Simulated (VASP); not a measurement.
# PbS (Fm-3m) in VASP: a series of runs, part 2 of 2

VASP 6.6.1.

## 3. Electric field gradients, LDA (volume scaled by 0.98)

The input, INCAR:

```
PREC = Accurate ; ENCUT = 520
EDIFF = 1E-8 ; ISMEAR = -1
SIGMA = 0.01 ; LREAL = F
LASPH = T ; NELM = 60
ALGO = Normal ; ISIF = 2
LWAVE = F ; LCHARG = F
GGA = CA ; LEFG = T
NBANDS = 17
```

The input, KPOINTS:

```
Automatic mesh
0
Gamma
  8 8 8
```

The input, POSCAR:

```
PbS
1.0
    0.0000000000      2.9451000715      2.9451000715
    2.9451000715      0.0000000000      2.9451000715
    2.9451000715      2.9451000715      0.0000000000
Pb S
1 1
Direct
    0.0000000000      0.0000000000      0.0000000000
    0.5000000000      0.5000000000      0.5000000000
```

Potentials or basis: VASP PAW LDA potentials, release 64 (Pb_d, S).

Run with:

```
$ cat potpaw_LDA.64/Pb_d/POTCAR potpaw_LDA.64/S/POTCAR > POTCAR
$ mpirun -np 1 vasp_std > vasp.out
```

OUTCAR:

```text
PREC = Accurate
   ENCUT = 520
   EDIFF = 1E-8
   ISMEAR = -1
   LREAL = F
   LASPH = T
   NELM = 60
   ISIF = 2
   GGA = CA

 ion  position               nearest neighbor table
   1  0.000  0.000  0.000-   2 2.95   2 2.95   2 2.95   2 2.95   2 2.95   2 2.95
   2  0.500  0.500  0.500-   1 2.95   1 2.95   1 2.95   1 2.95   1 2.95   1 2.95

  LATTYP: Found a face centered cubic cell.
 ALAT       =     5.8902001430

  Lattice vectors:

 A1 = (   0.0000000000,   2.9451000715,   2.9451000715)
 A2 = (   2.9451000715,   0.0000000000,   2.9451000715)
 A3 = (   2.9451000715,   2.9451000715,   0.0000000000)

Analysis of symmetry for initial positions (statically):
=====================================================================
 Subroutine PRICEL returns:
 Original cell was already a primitive cell.

 Routine SETGRP: Setting up the symmetry group for a
 face centered cubic supercell.

 Subroutine GETGRP returns: Found 48 space group operations
[... 666 lines left out ...]
  volume of cell :       51.09
      direct lattice vectors                 reciprocal lattice vectors
     0.000000000  2.945100072  2.945100072    -0.169773518  0.169773518  0.169773518
     2.945100072  0.000000000  2.945100072     0.169773518 -0.169773518  0.169773518
     2.945100072  2.945100072  0.000000000     0.169773518  0.169773518 -0.169773518

 POSITION                                       TOTAL-FORCE (eV/Angst)
 -----------------------------------------------------------------------------------
      0.00000      0.00000      0.00000         0.000000     -0.000000      0.000000
      2.94510      2.94510      2.94510         0.000000      0.000000     -0.000000
 -----------------------------------------------------------------------------------
    total drift:                                0.000000     -0.000000     -0.000000

  FREE ENERGIE OF THE ION-ELECTRON SYSTEM (eV)
  ---------------------------------------------------
  free  energy   TOTEN  =        -9.9948699293 eV

  energy  without entropy=       -9.9948661991  energy(sigma->0) =       -9.99486806

 Electric field gradients (V/A^2)
---------------------------------------------------------------------
 ion       V_xx      V_yy      V_zz      V_xy      V_xz      V_yz
---------------------------------------------------------------------
   1      -0.000     0.000     0.000    -0.001    -0.001    -0.001
   2      -0.000    -0.000     0.000    -0.000    -0.000    -0.000
---------------------------------------------------------------------

 Electric field gradients after diagonalization (V/A^2)
 (convention: |V_zz| > |V_xx| > |V_yy|)
----------------------------------------------------------------------
 ion       V_xx      V_yy      V_zz     asymmetry (V_yy - V_xx)/ V_zz
----------------------------------------------------------------------
   1       0.001     0.001    -0.002       0.000
   2       0.000     0.000    -0.001       0.000
----------------------------------------------------------------------

           NMR quadrupolar parameters

 Cq : quadrupolar parameter    Cq=e*Q*V_zz/h
 eta: asymmetry parameters     (V_yy - V_xx)/ V_zz
 Q  : nuclear electric quadrupole moment in mb (millibarn)
----------------------------------------------------------------------
 ion       Cq(MHz)       eta       Q (mb)
----------------------------------------------------------------------
   1      -0.000       0.000       1.000
   2      -0.000       0.000       1.000
----------------------------------------------------------------------
```

stdout:

```text
POSCAR found type information on POSCAR PbS
 POSCAR found :  2 types and       2 ions
 scaLAPACK will be used
 LDA part: xc-table for (Slater(with rela. corr.)+CA(PZ))
 , standard interpolation
 POSCAR, INCAR and KPOINTS ok, starting setup
 FFT: planning ... GRIDC
 FFT: planning ... GRID_SOFT
 FFT: planning ... GRID
 WAVECAR not read
 entering main loop
ion   1

ion   2
```

Wall time 30 s (1 thread of Intel Xeon 8259CL, shared host); peak memory 0.16 GiB.

What came out:

| Quantity | Value |
| --- | --- |
| Free energy | -9.9949 eV |
| Pressure | -1.3 GPa |
| Band gap on the k mesh | 0.13 eV, direct |

Levels at points of the mesh, in eV from the valence-band top:
| k point | band 6 | band 7 | band 8 | band 9 | band 10 | band 11 | band 12 | band 13 | band 14 | band 15 |
| --- | --- | --- | --- | --- | --- | --- | --- | --- | --- | --- |
| (0.00, 0.00, 0.00) | -13.79 | -6.07 | -2.29 | -2.29 | -2.29 | 5.11 | 5.11 | 5.11 | 6.57 | 6.57 |
| (0.50, 0.00, 0.00) | -12.45 | -9.08 | -1.87 | -1.87 | 0.00 | 0.13 | 1.76 | 1.76 | 8.47 | 10.03 |
| (0.50, 0.50, 0.00) | -11.97 | -7.34 | -5.47 | -3.63 | -3.63 | 3.61 | 5.51 | 5.61 | 5.61 | 11.18 |

Caveat: without QUAD_EFG the Cq values of the log hold for a quadrupole moment of 1 mb, not for the nuclei; spin-orbit coupling is left out, which moves the levels of the heavy elements. A k mesh can miss the band edges.
